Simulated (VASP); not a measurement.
# Mg16HO16 (a cell with a defect) in VASP: further runs

The runs below take Mg16HO16 (a cell with a defect) through single point, with PBE.

All numbers are computed with VASP 6.6.1; they aren't measurements. Logs are shortened: lines on timing, memory, paths and dates and some standing lists are left out, and cuts for length are marked.

## Step 1: The cell of the first run

The cell holds a defect, 33 atoms: a = 7.369 Å, b = 7.369 Å, c = 7.369 Å, α = 109.47°, β = 109.47°, γ = 109.47°.

## Step 2: Single point, PBE

The input, INCAR:

```
SYSTEM = Mg16HO16
PREC     = Accurate       ! precision mode
ENCUT    = 520            ! plane-wave cutoff, eV
EDIFF    = 1E-6           ! SCF threshold, eV
ISMEAR   = -1             ! smearing method
SIGMA    = 0.01           ! smearing width, eV
LREAL    = Auto         
LASPH    = .TRUE.         ! aspherical terms in the spheres
NELM     = 120            ! most SCF steps
ALGO     = Normal         ! electronic algorithm
ISIF     = 2              ! what is computed and relaxed
LWAVE    = .FALSE.        ! write WAVECAR
LCHARG   = .FALSE.        ! write CHGCAR
GGA      = PE             ! functional
NELECT   = 128.0        
NBANDS   = 86             ! bands
GGA_COMPAT= .FALSE.
```

The input, KPOINTS:

```
regular mesh
0
G
  1 1 1
  0 0 0
```

The input, POSCAR:

```
Mg16HO16
1.0
   -4.2543812300      4.2543812300      4.2543812300
    4.2543812300     -4.2543812300      4.2543812300
    4.2543812300      4.2543812300     -4.2543812300
Mg O H
16 16 1
Direct
    0.0101785621      0.0278884610      0.0270094407
   -0.0026216789      0.2490002041      0.7496859751
   -0.0045656132      0.4939843704      0.4931350022
   -0.0026289384      0.7505320253      0.2481341220
    0.2519837856      0.0070830983      0.7496825439
    0.2470018223      0.2521603170      0.5028627953
    0.2470148831      0.5037191389      0.2513112506
    0.2519895879      0.7505333961      0.0062287885
    0.4938192264     -0.0026613563      0.4981178591
    0.4989129334      0.2520793657      0.2512232979
    0.4938300070      0.4989858340     -0.0034876551
    0.4990100353      0.7505368009      0.7496836541
    0.7453855717      0.0020871647      0.2480635965
    0.7453795449      0.2489073606      0.0012437983
    0.7328067766      0.4731334758      0.7496687234
    0.7328702112      0.7505443887      0.4724055799
   -0.0045851889     -0.0005897904      0.4977696539
   -0.0021699763      0.2551284907      0.2542771337
   -0.0045813543      0.4986215278     -0.0014434916
   -0.0024722427      0.7505301910      0.7496746466
    0.2473254332      0.0024475974      0.2504650630
    0.2473260327      0.2513218311      0.0015879324
    0.2457370767      0.5020730301      0.7496871949
    0.2457271774      0.7505323115      0.5012182817
    0.4942022021     -0.0009995494     -0.0018504162
    0.4932237073      0.2459279684      0.7496847344
    0.5063439372      0.5050383115      0.5041989833
    0.4932574024      0.7505334098      0.2450985216
    0.7518284520     -0.0039602093      0.7496871278
    0.7465384569      0.2497479149      0.5008070482
    0.7465388770      0.5016634774      0.2488950114
    0.7518469405      0.7505245639     -0.0048663400
    0.8641731617      0.7504462784      0.7497934486
```

Potentials or basis: VASP PAW PBE potentials, release 64 (Mg, O, H).

Launch:

```bash
$ cat potpaw_PBE.64/Mg/POTCAR potpaw_PBE.64/O/POTCAR potpaw_PBE.64/H/POTCAR > POTCAR
$ mpirun -np 1 vasp_gam > vasp.out
```

OUTCAR:

```text
SYSTEM = Mg16HO16
   PREC = Accurate
   ENCUT = 520
   EDIFF = 1E-6
   ISMEAR = -1
   LREAL = Auto
   LASPH = .TRUE.
   NELM = 120
   ISIF = 2
   GGA = PE
   NELECT = 128.0

 ion  position               nearest neighbor table
   1  0.010  0.028  0.027-  33 1.95  18 1.99  22 2.07  21 2.08  29 2.16  32 2.16  20 2.31   7 2.86
                             6 2.86  14 2.93  13 2.93  10 2.95   2 3.01   4 3.01  12 3.08   5 3.13
   2  0.997  0.249  0.750-  29 2.12  22 2.13  17 2.13  19 2.13  30 2.13  23 2.13  15 2.95   6 2.99
                            11 2.99   5 2.99   1 3.01  16 3.01   8 3.02   3 3.02  13 3.02   7 3.02
   3  0.995  0.494  0.493-  18 2.04  24 2.12  23 2.12  30 2.13  31 2.13  20 2.17  14 2.96  13 2.96
                             6 2.97   7 2.97  10 2.99   2 3.02   4 3.02  12 3.03   8 3.09   5 3.09
   4  0.997  0.751  0.248-  32 2.12  19 2.13  21 2.13  31 2.13  17 2.13  24 2.13  16 2.95   9 2.99
                             7 2.99   8 2.99  15 3.01   1 3.01   5 3.02   3 3.02  14 3.02   6 3.02
   5  0.252  0.007  0.750-  26 2.04  24 2.12  25 2.12  22 2.13  17 2.13  20 2.17   6 2.96  11 2.96
                            14 2.97   9 2.97   2 2.99  10 3.02   4 3.02  12 3.03   8 3.09   3 3.09
   6  0.247  0.252  0.503-  23 2.12  17 2.12  26 2.12  18 2.13  21 2.14  27 2.17   1 2.86  15 2.93
                             5 2.96   3 2.97  11 2.97   2 2.99  12 3.00  13 3.02   4 3.02   9 3.02
   7  0.247  0.504  0.251-  24 2.12  19 2.12  28 2.12  18 2.13  22 2.14  27 2.17   1 2.86  16 2.93
                             8 2.96   3 2.97   9 2.97   4 2.99  12 3.00  11 3.02   2 3.02  14 3.02
   8  0.252  0.751  0.006-  28 2.04  23 2.12  25 2.12  19 2.13  21 2.13  20 2.17   9 2.96   7 2.96
                            11 2.97  13 2.97   4 2.99   2 3.02  10 3.02  12 3.03   3 3.09   5 3.09
   9  0.494  0.997  0.498-  24 2.12  21 2.12  28 2.12  26 2.13  30 2.14  29 2.17  15 2.86  16 2.93
                             8 2.96   5 2.97   7 2.97   4 2.99  12 3.00  13 3.02  10 3.02   6 3.02
  10  0.499  0.252  0.251-  27 2.12  31 2.13  30 2.13  21 2.13  22 2.13  25 2.13   1 2.95  14 2.99
                            13 2.99   3 2.99  15 3.01  16 3.01   5 3.02   8 3.02  11 3.02   9 3.02
  11  0.494  0.499  0.997-  23 2.12  22 2.12  26 2.12  28 2.13  31 2.14  32 2.17  16 2.86  15 2.93
                             5 2.96   8 2.97   6 2.97   2 2.99  12 3.00   7 3.02  10 3.02  14 3.02
  12  0.499  0.751  0.750-  32 2.12  27 2.12  29 2.12  25 2.13  23 2.13  24 2.13   9 3.00  14 3.00
                             7 3.00   6 3.00  11 3.00  13 3.00   8 3.03   5 3.03   3 3.03  16 3.08
  13  0.745  0.002  0.248-  25 2.12  30 2.12  18 2.12  28 2.13  17 2.14  32 2.17  16 2.86   1 2.93
                             3 2.96   8 2.97  14 2.97  10 2.99  12 3.00   6 3.02   9 3.02   2 3.02
  14  0.745  0.249  0.001-  25 2.12  31 2.12  18 2.12  26 2.13  19 2.14  29 2.17  15 2.86   1 2.93
                             3 2.96   5 2.97  13 2.97  10 2.99  12 3.00   4 3.02  11 3.02   7 3.02
  15  0.733  0.473  0.750-  33 1.95  26 1.99  30 2.07  19 2.08  32 2.16  27 2.16  20 2.31   9 2.86
                            14 2.86   6 2.93  11 2.93   2 2.95  10 3.01   4 3.01  12 3.08   3 3.13
  16  0.733  0.751  0.472-  33 1.95  28 1.99  17 2.08  31 2.08  29 2.15  27 2.16  20 2.31  13 2.86
                            11 2.86   9 2.93   7 2.93   4 2.95   2 3.01  10 3.01  12 3.08   5 3.13
  17  0.995  0.999  0.498-  16 2.08   6 2.12   2 2.13   4 2.13   5 2.13  13 2.14
  18  0.998  0.255  0.254-   1 1.99   3 2.04  14 2.12  13 2.12   6 2.13   7 2.13
  19  0.995  0.499  0.999-  15 2.08   7 2.12   4 2.13   2 2.13   8 2.13  14 2.14
  20  0.998  0.751  0.750-  33 0.98   3 2.17   5 2.17   8 2.17  16 2.31   1 2.31  15 2.31
  21  0.247  0.002  0.250-   1 2.08   9 2.12   4 2.13  10 2.13   8 2.13   6 2.14
  22  0.247  0.251  0.002-   1 2.07  11 2.12   2 2.13  10 2.13   5 2.13   7 2.14
  23  0.246  0.502  0.750-   6 2.12  11 2.12   8 2.12   3 2.12   2 2.13  12 2.13
  24  0.246  0.751  0.501-   9 2.12   7 2.12   3 2.12   5 2.12   4 2.13  12 2.13
  25  0.494  0.999  0.998-  14 2.12  13 2.12   8 2.12   5 2.12  10 2.13  12 2.13
  26  0.493  0.246  0.750-  15 1.99   5 2.04   6 2.12  11 2.12  14 2.13   9 2.13
  27  0.506  0.505  0.504-  12 2.12  10 2.12  16 2.16  15 2.16   6 2.17   7 2.17
  28  0.493  0.751  0.245-  16 1.99   8 2.04   9 2.12   7 2.12  11 2.13  13 2.13
  29  0.752  0.996  0.750-  12 2.12   2 2.12  16 2.15   1 2.16  14 2.17   9 2.17
  30  0.747  0.250  0.501-  15 2.07  13 2.12  10 2.13   2 2.13   3 2.13   9 2.14
  31  0.747  0.502  0.249-  16 2.08  14 2.12  10 2.13   4 2.13   3 2.13  11 2.14
  32  0.752  0.751  0.995-  12 2.12   4 2.12   1 2.16  15 2.16  11 2.17  13 2.17
  33  0.864  0.750  0.750-  20 0.98  15 1.95   1 1.95  16 1.95

  LATTYP: Found a body centered cubic cell.
 ALAT       =     8.5087624600

  Lattice vectors:

 A1 = (  -4.2543812300,   4.2543812300,   4.2543812300)
 A2 = (   4.2543812300,  -4.2543812300,   4.2543812300)
 A3 = (   4.2543812300,   4.2543812300,  -4.2543812300)

Analysis of symmetry for initial positions (statically):
=====================================================================
 Subroutine PRICEL returns:
 Original cell was already a primitive cell.

 Routine SETGRP: Setting up the symmetry group for a
 body centered cubic supercell.

 Subroutine GETGRP returns: Found  1 space group operations
 (whereof  1 operations were pure point group operations)
 out of a pool of 48 trial point group operations.

The static configuration has the point symmetry C_1 .

Analysis of symmetry for dynamics (positions and initial velocities):
[... 116 lines left out ...]

  Length of vectors
     0.166206727  0.166206727  0.166206727

  Shift w.r.t. Gamma in fractional coordinates (k-lattice)
     0.000000000  0.000000000  0.000000000

 Subroutine IBZKPT returns following result:
 ===========================================

 Found      1 irreducible k-points:

 Following reciprocal coordinates:
            Coordinates               Weight
  0.000000  0.000000  0.000000      1.000000
   k-points           NKPTS =      1   k-points in BZ     NKDIM =      1   number of bands    NBANDS=     86
   number of dos      NEDOS =    301   number of ions     NIONS =     33
   total plane-waves  NPLWV = 175616
   dimension x,y,z NGX =    56 NGY =   56 NGZ =   56
   dimension x,y,z NGXF=   112 NGYF=  112 NGZF=  112
   ions per type =              16  16   1
   NGX,Y,Z   is equivalent  to a cutoff of  12.63, 12.63, 12.63 a.u.
   NGXF,Y,Z  is equivalent  to a cutoff of  25.27, 25.27, 25.27 a.u.
 SYSTEM =  Mg16HO16
   PREC   = accura    normal or accurate (medium, high low for compatibility)
   ISTART =      0    job   : 0-new  1-cont  2-samecut
   ICHARG =      2    charge: 1-file 2-atom 10-const
   ISPIN  =      1    spin polarized calculation?
   LNONCOLLINEAR =      F non collinear calculations
   LSORBIT =      F    spin-orbit coupling
   LASPH  =      T    aspherical Exc in radial PAW
   ENCUT  =  520.0 eV  38.22 Ry    6.18 a.u.  13.70 13.70 13.70*2*pi/ulx,y,z
   NELM   =    120;   NELMIN=  2; NELMDL= -5     # of ELM steps
   EDIFF  = 0.1E-05   stopping-criterion for ELM
   LREAL  =      T    real-space projection
   EDIFFG = 0.1E-04   stopping-criterion for IOM
   NSW    =      0    number of steps for IOM
   IBRION =     -1    ionic relax: 0-MD 1-quasi-New 2-CG
   NFREE  =      0    steps in history (QN), initial steepest desc. (CG)
   ISIF   =      2    stress and relaxation
   ISYM   =      2    0-nonsym 1-usesym 2-fastsym
   POTIM  = 0.5000    time-step for ionic-motion
   TEBEG  =    0.0;   TEEND  =   0.0 temperature during run
   PSTRESS=    0.0 pullay stress
   NELECT =     128.0000    total number of electrons
   NUPDOWN=      -1.0000    fix difference up-down
   EMIN   =  10.00;   EMAX   =-10.00  energy-range for DOS
   EFERMI =   0.00;   METHOD = LEGACY
   ISMEAR =    -1;   SIGMA  =   0.01  broadening in eV -4-tet -1-fermi 0-gaus
   EFERMI_NEDOS =   21; number of points for ismear=-14 and -15
   IALGO  =     38    algorithm
   IMIX   =      4    mixing-type and parameters
     AMIX     =   0.40;   BMIX     =  1.00
     AMIX_MAG =   1.60;   BMIX_MAG =  1.00
  volume/ion in A,a.u.               =       9.33        62.99
  Fermi-wavevector in a.u.,A,eV,Ry     =   1.221673  2.308628 20.306500  1.492486
  Thomas-Fermi vector in A             =   2.356847
   LORBIT       =      0    0 simple, 1 ext, 2 COOP (PROOUT), +10 PAW based schemes
   GGA     = PE    functional components
[... 5 lines left out ...]
 non-spin polarized calculation
  energy-cutoff  :      520.00
  volume of cell :      308.01
 maximum number of plane-waves:      4196
 NGX is ok and might be reduce to    54
   NGX = 27   NGY = 27   NGZ = 27

 number of electron     127.9999998 magnetization

 Free energy of the ion-electron system (eV)
  ---------------------------------------------------
  ext. energy  EPLUGINS =         0.00000000
  ---------------------------------------------------
  free energy    TOTEN  =      -197.00172241 eV

  energy without entropy =     -197.00172241  energy(sigma->0) =     -197.00172241

 E-fermi :   3.3884     XC(G=0): -10.9187

 val. band max:        3.0401478435   @ k =   0.0000   0.0000   0.0000
 cond. band min:       7.3054174608   @ k =   0.0000   0.0000   0.0000
 fundamental gap:      4.2652696172
 Fermi energy:         3.3883707224

 k-point     1 :       0.0000    0.0000    0.0000
  band No.  band energies     occupation
      1     -16.6192      2.00000
      2     -13.9367      2.00000
      3     -13.1544      2.00000
      4     -13.1542      2.00000
      5     -12.8353      2.00000
      6     -12.8346      2.00000
[... 68 lines left out ...]
     75      12.1927      0.00000
     76      12.2327      0.00000
 [bands above 76 left out]

------------------------ aborting loop because EDIFF is reached ----------------------------------------

  FORCE on cell =-STRESS in cart. coord.  units (eV):
  Direction    XX          YY          ZZ          XY          YZ          ZX
  --------------------------------------------------------------------------------------
  -------------------------------------------------------------------------------------
  Total       -5.6910031     -5.6951211     -5.6943111      1.7611923     -1.7669965      1.7753144
  in kB      -29.6026235    -29.6240437    -29.6198306      9.1611111     -9.1913025      9.2345694
  external PRESSURE =     -29.6154993 kB  Pullay stress =       0.0000000 kB

 VOLUME and BASIS-vectors are now :
 -----------------------------------------------------------------------------
  energy-cutoff  :      520.00
  volume of cell :      308.01
      direct lattice vectors                 reciprocal lattice vectors
    -4.254381230  4.254381230  4.254381230     0.000000000  0.117525904  0.117525904
     4.254381230 -4.254381230  4.254381230     0.117525904  0.000000000  0.117525904
     4.254381230  4.254381230 -4.254381230     0.117525904  0.117525904  0.000000000

 POSITION                                       TOTAL-FORCE (eV/Angst)
 -----------------------------------------------------------------------------------
      0.19025      0.03956      0.04704         0.026431      0.009884      0.009175
      0.00556      6.37334      2.11312        -0.000159     -0.000125      0.002492
     -0.03538      4.23134      4.23857         0.009915      0.002358      0.002288
      0.00551      2.10580      6.38059         0.000503      0.002808     -0.000581
      2.14753      4.23134     -2.08727        -0.002193      0.002506     -0.009413
      2.16132      2.11742     -0.01574        -0.003747      0.000896     -0.002024
[... 25 lines left out ...]
      4.22805      4.23930      2.15798        -0.007835     -0.000954      0.006342
      2.70607      3.67374      3.67930         0.065109     -0.066220     -0.063704
 -----------------------------------------------------------------------------------
    total drift:                               -0.016051      0.008703      0.004947

  FREE ENERGIE OF THE ION-ELECTRON SYSTEM (eV)
  ---------------------------------------------------
  free  energy   TOTEN  =      -197.0017224109 eV

  energy  without entropy=     -197.0017224109  energy(sigma->0) =     -197.00172241
```

It took 44 s on 1 thread of Intel Xeon 6975P-C (Granite Rapids), shared host; peak memory 0.4 GiB.

What came out:

```
Free energy   : -197.0017 eV
Largest force : 0.118 eV/Å
```

Forces on the atoms (eV/Å):
```
Mg   0.026  0.010  0.009
Mg   0.000  0.000  0.002
Mg   0.010  0.002  0.002
Mg   0.001  0.003 -0.001
Mg  -0.002  0.003 -0.009
Mg  -0.004  0.001 -0.002
Mg  -0.003 -0.001  0.000
Mg  -0.002 -0.010  0.003
Mg   0.000 -0.001  0.003
Mg  -0.003  0.000 -0.001
Mg  -0.001  0.004 -0.002
Mg   0.008 -0.007 -0.009
Mg   0.002  0.003  0.001
Mg   0.002  0.001  0.003
Mg  -0.009  0.009 -0.026
Mg  -0.010 -0.027  0.010
O   -0.001  0.001 -0.005
O    0.003  0.000  0.002
O   -0.001 -0.007  0.001
O   -0.068  0.068  0.069
O   -0.001 -0.005  0.001
O   -0.001  0.000 -0.005
O   -0.001  0.001  0.003
O    0.000  0.001  0.001
O   -0.003  0.001  0.000
O   -0.003  0.001 -0.002
O    0.001  0.008  0.008
O    0.000 -0.003  0.002
O   -0.009  0.009 -0.002
O    0.005  0.000  0.002
O    0.006  0.001  0.000
O   -0.008 -0.001  0.006
H    0.065 -0.066 -0.064
```

Caveat: the k points lie up to 1.04 Å⁻¹ apart, too coarse for converged energies, forces and pressures; the cell carries a net charge on a neutralising background, which shifts energy and pressure; the cell is charged against a uniform background, so pressure and absolute levels hang on convention.

## Step 3: Single point, PBE

The input, INCAR:

```
SYSTEM = Mg16HO16
ALGO = Normal
EDIFF = 1E-6
ENCUT = 520
GGA = PE
GGA_COMPAT = .FALSE.
ISIF = 2
ISMEAR = -1
LASPH = .TRUE.
LCHARG = .FALSE.
LREAL = Auto
LWAVE = .FALSE.
NBANDS = 86
NELECT = 128.0
NELM = 120
PREC = Accurate
SIGMA = 0.01
```

The input, KPOINTS:

```
k-points
0
G
  1 1 1
  0 0 0
```

The input, POSCAR:

```
Mg16HO16
1.0
   -4.2543812300      4.2543812300      4.2543812300
    4.2543812300     -4.2543812300      4.2543812300
    4.2543812300      4.2543812300     -4.2543812300
Mg O H
16 16 1
Direct
   -0.0015529320     -0.0014063126      0.0012916276
    0.0016958227      0.2486327515      0.7548483631
    0.0016682548      0.5002069696      0.5029074004
   -0.0015797991      0.7469881857      0.2532133846
    0.2484899601      0.0018386446      0.7548479676
    0.2225381730      0.2226764459      0.4899266428
    0.2436309966      0.5002016832      0.2483746665
    0.2532649584      0.7517732962      0.0064196427
    0.5000614074      0.0018110524      0.5029057267
    0.5000563930      0.2437730516      0.2483730879
    0.5000553919      0.5002007929      0.0012479740
    0.5000770799      0.7776999299      0.7674526354
    0.7468442478     -0.0014351368      0.2532107925
    0.7516279183      0.2534072284      0.0064194085
    0.7775515636      0.5002181505      0.7674478082
    0.7564838331      0.7566307131      0.5048050517
   -0.0046212972     -0.0044770877      0.5023801319
   -0.0007264095      0.2482711449      0.2528984953
    0.0047274201      0.5002015753      0.0070589409
    0.0008380467      0.7490569185      0.7536811725
    0.2481269840     -0.0005833326      0.2528974484
    0.2515751555      0.2517202253      0.0059882835
    0.2545928645      0.5001985352      0.7483379450
    0.2512093352      0.7521288133      0.5048340502
    0.5000572427      0.0048730050      0.0070608113
    0.5000457840      0.2547297257      0.7483320673
    0.5000515115      0.5001994895      0.5026310985
    0.5000560727      0.7486839877      0.2544706564
    0.7489159435      0.0009871480      0.7536844511
    0.7519834835      0.2513558749      0.5048337187
    0.7485391422      0.5001997454      0.2544705502
    0.7455171747      0.7456676413     -0.0061951966
    0.4999838469      0.5001353842      0.6359086472
```

Potentials or basis: VASP PAW PBE potentials, release 64 (Mg, O, H).

Launch:

```bash
$ cat potpaw_PBE.64/Mg/POTCAR potpaw_PBE.64/O/POTCAR potpaw_PBE.64/H/POTCAR > POTCAR
$ mpirun -np 1 vasp_gam > vasp.out
```

Run time: 49 s. Hardware: 1 thread of Intel Xeon 6975P-C (Granite Rapids), shared host; peak memory 0.4 GiB.

Results (log left out):

```yaml
Free_energy: -197.0018 eV
Largest_force: 0.131 eV/Å
```

Forces in eV/Å, atoms in the order of the input:
```
Mg   0.000  0.000  0.007
Mg  -0.001 -0.002 -0.003
Mg   0.000 -0.007  0.000
Mg  -0.001  0.002  0.002
Mg  -0.002  0.000 -0.003
Mg  -0.003 -0.004 -0.017
Mg  -0.003 -0.001  0.003
Mg   0.002 -0.002  0.000
Mg  -0.007  0.000  0.000
Mg  -0.001 -0.003  0.003
Mg   0.004  0.004 -0.005
Mg   0.018 -0.004  0.003
Mg   0.003  0.000  0.001
Mg  -0.002  0.003  0.001
Mg  -0.004  0.017  0.003
Mg  -0.003 -0.003  0.001
O   -0.002 -0.002 -0.002
O   -0.001  0.005 -0.001
O   -0.001  0.001  0.002
O   -0.001  0.001 -0.005
O    0.006 -0.001 -0.001
O    0.002  0.002  0.002
O   -0.006  0.002  0.005
O    0.001  0.006  0.002
O    0.001 -0.001  0.002
O    0.002 -0.005  0.006
O   -0.076 -0.076  0.076
O   -0.001  0.002 -0.002
O    0.000 -0.001 -0.006
O    0.006  0.001  0.001
O    0.002 -0.002 -0.002
O   -0.006 -0.005 -0.003
H    0.074  0.073 -0.072
```

Levels at points of the mesh, in eV from the Fermi level:
| k point | band 62 | band 63 | band 64 | band 65 | band 66 | band 67 |
| --- | --- | --- | --- | --- | --- | --- |
| (0.00, 0.00, 0.00) | -0.34 | -0.30 | -0.30 | 3.97 | 7.08 | 8.55 |

Caveat: the k points lie up to 1.04 Å⁻¹ apart, too coarse for converged energies, forces and pressures; the cell carries a net charge on a neutralising background, which shifts energy and pressure; the cell is charged against a uniform background, so pressure and absolute levels hang on convention.

(Part 1 of 2 ends here.)
